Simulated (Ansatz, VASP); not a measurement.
# Two plane-wave programs on Ta4N

```xyz
5
Lattice="-2.7453 2.7453 2.7453 2.7453 -2.7453 2.7453 2.7453 2.7453 -2.7453" Properties=species:S:1:pos:R:3 pbc="T T T"
Ta    1.3727    1.3727   -1.3727
Ta    1.3727   -1.3727    1.3727
Ta   -1.3727    1.3727    1.3727
Ta    1.3727    1.3727    1.3727
N     0.0000    0.0000    0.0000
```

Change from the starting cell: species swapped into the CrGa4 type (Im-3m, No. 229).

Alike in both runs: functional PBE; k mesh 4 × 4 × 4; occupations gaussian, width 0.1 eV; no spin polarisation.

Ansatz relaxed the structure, and its values are those at the end. VASP's run is a single point on that final structure, the one shown.

```csv
,VASP,Ansatz
version,VASP 6.6.1,Ansatz 0.2.0
potentials or method,"VASP PAW PBE potentials, release 64 (Ta_pv, N), cutoff 520 eV","scalar-relativistic, plane waves, PAW"
valence electrons in the cell,49,57
```

Ansatz gave:

```
gap on the k mesh at the Fermi level (eV) : none
pressure (GPa)                            : 0.1
```

Problem. What did VASP give for the same quantities?

Solution. gap on the k mesh at the Fermi level (eV): none; pressure (GPa): 0.3.

A gap of «none» marks a metal or a gap that the smearing closes. VASP's potentials hold 49 valence electrons a cell and Ansatz's 57, so a difference there can come from the potentials and not from the codes.

The k mesh is coarse, so the values compare programs but aren't converged. Spin-orbit coupling is off throughout.
